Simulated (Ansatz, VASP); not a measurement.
## One calculation of Mo, two programs

File INCAR:

```
PREC = Accurate
ENCUT = 500
EDIFF = 1E-6
ISMEAR = 0
SIGMA = 0.05
LREAL = False
LASPH = True
NELM = 120
ALGO = Normal
ISIF = 2
LWAVE = False
LCHARG = False
GGA = PE
NBANDS = 13
GGA_COMPAT = False
```

Contents of KPOINTS:

```
regular mesh
0
Gamma
  8 8 8
```

Contents of POSCAR:

```
Mo
1.0
   -1.5867948086      1.5867948086      1.5867948086
    1.5867948086     -1.5867948086      1.5867948086
    1.5867948086      1.5867948086     -1.5867948086
Mo
1
Direct
    0.0000000000      0.0000000000      0.0000000000
```

Input for Ansatz:

```yaml
crystal:
  lattice:
    - [-1.5867948086, 1.5867948086, 1.5867948086]
    - [1.5867948086, -1.5867948086, 1.5867948086]
    - [1.5867948086, 1.5867948086, -1.5867948086]
  atoms:
    - { symbol: Mo, position: [0.0, 0.0, 0.0] }
basis:
  ecutwfc: 600
  ecutrho_ratio: 5
kpoints:
  mp_grid: { grid: [8, 8, 8] }
hamiltonian:
  xc: pbe
scf:
  occupations: { method: gaussian, width: 0.05 }
output:
  forces: true
  stress: true
  eigenvalues: true
```

Alike in both runs: task single point; functional PBE; k mesh 8 × 8 × 8; occupations gaussian, width 0.05 eV; no spin polarisation.

```csv
,VASP,Ansatz
version,VASP 6.6.1,Ansatz 0.2.0
potentials or method,"VASP PAW PBE potentials, release 64 (Mo_sv), cutoff 500 eV","scalar-relativistic, plane waves, PAW"
valence electrons in the cell,14,14
```

```tsv
	VASP	Ansatz	Ansatz less VASP
gap on the k mesh at the Fermi level (eV)	none	none	-
pressure (GPa)	-2.0	-2.5	-0.51
```

A gap of «none» marks a metal or a gap that the smearing closes.
